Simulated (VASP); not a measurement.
# Ge (I4_1/amd) in VASP: settings compared, part 2 of 2

VASP 6.6.1.

## (4) Relaxation of cell and atoms, BLYP

INCAR

```
SYSTEM = Ge
PREC = Accurate
ENCUT = 600
EDIFF = 1E-7
ISMEAR = -1
SIGMA = 0.05
LREAL = .False.
LASPH = .True.
NELM = 60
ALGO = Normal
ISIF = 3
LWAVE = .False.
LCHARG = .False.
GGA = B5
ALDAX = 1.0
AGGAX = 1.0
AGGAC = 1.0
ALDAC = 0.0
IBRION = 2
NSW = 80
EDIFFG = -0.005
```

KPOINTS

```
regular mesh
0
Gamma
  11 11 11
  0 0 0
```

POSCAR

```
Ge
1.0
   -2.5744897190      2.5744897190      1.3974126432
    2.5744897190     -2.5744897190      1.3974126432
    2.5744897190      2.5744897190     -1.3974126432
Ge
2
Direct
    0.5000000000      0.5000000000      0.0000000000
    0.2500000000      0.7500000000      0.5000000000
```

Potentials or basis: VASP PAW PBE potentials, release 64 (Ge_d).

Command:

```sh
$ cat potpaw_PBE.64/Ge_d/POTCAR > POTCAR
$ mpirun -np 1 vasp_std > vasp.out
```

OUTCAR:

```text
SYSTEM = Ge
   PREC = Accurate
   ENCUT = 600
   EDIFF = 1E-7
   ISMEAR = -1
   LREAL = .False.
   LASPH = .True.
   NELM = 60
   ISIF = 3
   GGA = B5
   IBRION = 2
   NSW = 80
   EDIFFG = -0.005

 ion  position               nearest neighbor table
   1  0.500  0.500  0.000-   2 2.67   2 2.67   2 2.67   2 2.67
   2  0.250  0.750  0.500-   1 2.67   1 2.67   1 2.67   1 2.67

  LATTYP: Found a body centered tetragonal cell.
 ALAT       =     5.1489794380
 C/A-ratio  =     0.5427920853

  Lattice vectors:

 A1 = (  -2.5744897190,   2.5744897190,   1.3974126432)
 A2 = (   2.5744897190,  -2.5744897190,   1.3974126432)
 A3 = (   2.5744897190,   2.5744897190,  -1.3974126432)

Analysis of symmetry for initial positions (statically):
=====================================================================
 Subroutine PRICEL returns:
 Original cell was already a primitive cell.

 Routine SETGRP: Setting up the symmetry group for a
 body centered tetragonal supercell.

 Subroutine GETGRP returns: Found 16 space group operations
 (whereof  8 operations were pure point group operations)
 out of a pool of 16 trial point group operations.

The static configuration has the point symmetry D_2d.
 The point group associated with its full space group is D_4h.

Analysis of symmetry for dynamics (positions and initial velocities):
=====================================================================
 Subroutine PRICEL returns:
 Original cell was already a primitive cell.

 Routine SETGRP: Setting up the symmetry group for a
 body centered tetragonal supercell.

 Subroutine GETGRP returns: Found 16 space group operations
 (whereof  8 operations were pure point group operations)
 out of a pool of 16 trial point group operations.

The dynamic configuration has the point symmetry D_2d.
 The point group associated with its full space group is D_4h.

 Subroutine INISYM returns: Found 16 space group operations
 (whereof  8 operations are pure point group operations),
 and found     1 'primitive' translations

----------------------------------------------------------------------------------------

                                     Primitive cell

  volume of cell :      37.0482

  direct lattice vectors                    reciprocal lattice vectors
    -2.574489719  2.574489719  1.397412643     0.000000000  0.194213244  0.357804119
     2.574489719 -2.574489719  1.397412643     0.194213244  0.000000000  0.357804119
     2.574489719  2.574489719 -1.397412643     0.194213244  0.194213244  0.000000000

  length of vectors
     3.899840602  3.899840602  3.899840602     0.407114937  0.407114937  0.274659004

  position of ions in fractional coordinates (direct lattice)
     0.500000000  0.500000000  0.000000000
     0.250000000  0.750000000  0.500000000

  ion indices of the primitive-cell ions
   primitive index   ion index
                 1           1
                 2           2

----------------------------------------------------------------------------------------

 KPOINTS: regular mesh

Automatic generation of k-mesh.
 Grid dimensions read from file:
[... 52 lines left out ...]
   ions per type =               2
   NGX,Y,Z   is equivalent  to a cutoff of  13.64, 13.64, 13.64 a.u.
   NGXF,Y,Z  is equivalent  to a cutoff of  27.28, 27.28, 27.28 a.u.
 SYSTEM =  Ge
   PREC   = accura    normal or accurate (medium, high low for compatibility)
   ISTART =      0    job   : 0-new  1-cont  2-samecut
   ICHARG =      2    charge: 1-file 2-atom 10-const
   ISPIN  =      1    spin polarized calculation?
   LNONCOLLINEAR =      F non collinear calculations
   LSORBIT =      F    spin-orbit coupling
   LASPH  =      T    aspherical Exc in radial PAW
   ENCUT  =  600.0 eV  44.10 Ry    6.64 a.u.   7.79  7.79  7.79*2*pi/ulx,y,z
   NELM   =     60;   NELMIN=  2; NELMDL= -5     # of ELM steps
   EDIFF  = 0.1E-06   stopping-criterion for ELM
   LREAL  =      F    real-space projection
   EDIFFG = -.5E-02   stopping-criterion for IOM
   NSW    =     80    number of steps for IOM
   IBRION =      2    ionic relax: 0-MD 1-quasi-New 2-CG
   NFREE  =      1    steps in history (QN), initial steepest desc. (CG)
   ISIF   =      3    stress and relaxation
   ISYM   =      2    0-nonsym 1-usesym 2-fastsym
   POTIM  = 0.5000    time-step for ionic-motion
   TEBEG  =    0.0;   TEEND  =   0.0 temperature during run
   PSTRESS=    0.0 pullay stress
   NELECT =      28.0000    total number of electrons
   NUPDOWN=      -1.0000    fix difference up-down
   EMIN   =  10.00;   EMAX   =-10.00  energy-range for DOS
   EFERMI =   0.00;   METHOD = LEGACY
   ISMEAR =    -1;   SIGMA  =   0.05  broadening in eV -4-tet -1-fermi 0-gaus
   EFERMI_NEDOS =   21; number of points for ismear=-14 and -15
   IALGO  =     38    algorithm
   IMIX   =      4    mixing-type and parameters
     AMIX     =   0.40;   BMIX     =  1.00
     AMIX_MAG =   1.60;   BMIX_MAG =  1.00
  volume/ion in A,a.u.               =      18.52       125.01
  Fermi-wavevector in a.u.,A,eV,Ry     =   1.491209  2.817976 30.255333  2.223704
  Thomas-Fermi vector in A             =   2.603893
   LORBIT       =      0    0 simple, 1 ext, 2 COOP (PROOUT), +10 PAW based schemes
   GGA     = B5    functional components
   LHFCALC =     F    Hartree Fock is set to
   AEXX    =    0.0000 exact exchange contribution
   IVDW    =     0    specifies the selected vdW correction
   LEPSILON=     F    determine dielectric tensor
   LRPA    =     F    only Hartree local field effects (RPA)
 conjugate gradient relaxation of ions
 non-spin polarized calculation
  energy-cutoff  :      600.00
  volume of cell :       37.05
 maximum number of plane-waves:      1258
   NGX = 15   NGY = 15   NGZ = 15

--------------------------------------- Ionic step        1  -------------------------------------------

 number of electron      28.0000000 magnetization

 Free energy of the ion-electron system (eV)
  ---------------------------------------------------
  ext. energy  EPLUGINS =         0.00000000
  ---------------------------------------------------
  free energy    TOTEN  =        -6.77674859 eV

  energy without entropy =       -6.76912754  energy(sigma->0) =       -6.77293806

------------------------ aborting loop because EDIFF is reached ----------------------------------------

  FORCE on cell =-STRESS in cart. coord.  units (eV):
  Direction    XX          YY          ZZ          XY          YZ          ZX
  --------------------------------------------------------------------------------------
  -------------------------------------------------------------------------------------
  Total        2.2704890      2.2704890      2.2406626      0.0000000     -0.0000000      0.0000000
  in kB       98.1890369     98.1890369     96.8991703      0.0000000     -0.0000000      0.0000000
  external PRESSURE =      97.7590814 kB  Pullay stress =       0.0000000 kB
[... 23 lines left out ...]
--------------------------------------- Ionic step        2  -------------------------------------------

 number of electron      28.0000000 magnetization

 E-fermi :   5.5456     XC(G=0):  -9.9208

 val. band max:        5.5422125935   @ k =   0.4545   0.1818  -0.0000
 cond. band min:       5.5686470823   @ k =   0.2727   0.0909   0.0909
 fundamental gap:      0.0264344889
 Fermi energy:         5.5455514122

 k-point     1 :       0.0000    0.0000    0.0000
  band No.  band energies     occupation
      1     -19.0192      2.00000
      2     -18.9967      2.00000
      3     -18.9730      2.00000
      4     -18.9644      2.00000
      5     -18.9070      2.00000
      6     -18.9070      2.00000
[... 560 lines left out ...]
  FREE ENERGIE OF THE ION-ELECTRON SYSTEM (eV)
  ---------------------------------------------------
  free  energy   TOTEN  =        -6.9271173903 eV

  energy  without entropy=       -6.9192624049  energy(sigma->0) =       -6.92318990

[... ionic steps 4 to 7 ...]

--------------------------------------- Ionic step        8  -------------------------------------------

 number of electron      27.9999981 magnetization

------------------------ aborting loop because EDIFF is reached ----------------------------------------
[... 67 lines left out ...]
--------------------------------------- Ionic step       10  -------------------------------------------

 number of electron      27.9999983 magnetization

 Free energy of the ion-electron system (eV)
  ---------------------------------------------------
  ext. energy  EPLUGINS =         0.00000000
  ---------------------------------------------------
  free energy    TOTEN  =        -6.92716834 eV

  energy without entropy =       -6.91913812  energy(sigma->0) =       -6.92315323

 E-fermi :   5.7286     XC(G=0): -10.0082

 val. band max:        5.6929147949   @ k =  -0.4545   0.4545   0.0909
 cond. band min:       5.7297382274   @ k =   0.4545   0.1818  -0.0000
 fundamental gap:      0.0368234325
 Fermi energy:         5.7286350386

 k-point     1 :       0.0000    0.0000    0.0000
  band No.  band energies     occupation
      1     -18.8509      2.00000
      2     -18.8251      2.00000
      3     -18.8004      2.00000
      4     -18.7933      2.00000
      5     -18.7320      2.00000
      6     -18.7320      2.00000
[... 524 lines left out ...]
  FREE ENERGIE OF THE ION-ELECTRON SYSTEM (eV)
  ---------------------------------------------------
  free  energy   TOTEN  =        -6.9271683408 eV

  energy  without entropy=       -6.9191381246  energy(sigma->0) =       -6.92315323

 reached required accuracy - stopping structural energy minimisation
```

CONTCAR:

```text
Ge
   1.00000000000000
    -2.6958099030712410    2.6958099030712410    1.4672781927540521
     2.6958099030712410   -2.6958099030712410    1.4672781927540521
     2.6958099030712410    2.6958099030712410   -1.4672781927540521
  Ge
     2
Direct
     0.5000000000000000    0.5000000000000000    0.0000000000000000
     0.2500000000000000    0.7500000000000000    0.5000000000000000

  0.00000000E+00  0.00000000E+00  0.00000000E+00
  0.00000000E+00  0.00000000E+00  0.00000000E+00
```

Wall time 4.4 min (1 thread of Intel Xeon 6975P-C (Granite Rapids), shared host); peak memory 0.24 GiB.

Results:

```
Free energy                           : -6.9272 eV
Relaxed volume                        : 21.33 Å³/atom
Relaxed cell                          : a = 4.085 Å, b = 4.085 Å, c = 4.085 Å, α = 97.41°, β = 97.41°, γ = 137.90°
Space group after relaxing (to 0.1 Å) : I4_1/amd (No. 141)
Energy gained by relaxing             : 75.2 meV/atom
Ionic steps                           : 10
Pressure after relaxing               : 0.0 GPa
Band gap on the k mesh                : zero (bands 14 and 15 overlap by 3.72 eV)
```

Step by step:
```
step  energy change (eV)  largest force (eV/Å)  pressure (GPa)  volume (Å³)
   1              0.0000                0.0000            9.78        37.05
   2             -0.1482                0.0000           -0.92        43.45
   3             -0.1504                0.0000           -0.05        42.60
   4             -0.1503                0.0000            0.19        42.49
   5             -0.1503                0.0000            0.24        42.49
   6             -0.1503                0.0000            0.23        42.50
   7             -0.1503                0.0000            0.14        42.53
   8             -0.1504                0.0000            0.12        42.55
   9             -0.1504                0.0000            0.06        42.58
  10             -0.1504                0.0000            0.01        42.65
```

Final structure:
```
CELL_PARAMETERS angstrom
-2.69581 2.69581 1.46728
2.69581 -2.69581 1.46728
2.69581 2.69581 -1.46728
ATOMIC_POSITIONS crystal
Ge 0.50000 0.50000 0.00000
Ge 0.25000 0.75000 0.50000
```

Levels at points of the mesh, in eV from the Fermi level:
```tsv
k point	band 12	band 13	band 14	band 15	band 16	band 17
(0.00, 0.00, 0.00)	-4.65	-1.89	-1.89	4.07	6.61	6.61
```

Caveat: the volume moved by over 15 % at a fixed basis, so the end points are rough; the PAW data sets were made with another functional, which shifts forces and pressure a little.

## (5) The runs side by side

```tsv
task	level	cell	cutoff (eV)	smearing	gap on the mesh (eV)	pressure (GPa)
single point	PBE	a = 3.900 Å, angles 97.4, 97.4, 138.0°, 2 atoms	520	gaussian 0.023 eV	none	3.1
single point	BLYP	a = 4.083 Å, angles 97.4, 97.4, 137.9°, 2 atoms	520	fermi-dirac 0.05 eV	none	-0.1
relaxation of cell and atoms	BLYP	relaxed from a = 3.900 Å, angles 97.4, 97.4, 138.0°, 2 atoms	600	fermi-dirac 0.05 eV	none	0.0
```

Alike in all rows: potentials or basis VASP PAW PBE potentials, release 64 (Ge_d); no spin polarisation; k mesh 11 × 11 × 11.

Caveats: the PAW data sets were made with another functional, which shifts forces and pressure a little (at least some runs); the cell stands under pressure (at least some runs); the volume moved by over 15 % at a fixed basis, so the end points are rough (at least some runs).

Absolute energies hang on the potentials; compare differences alone.
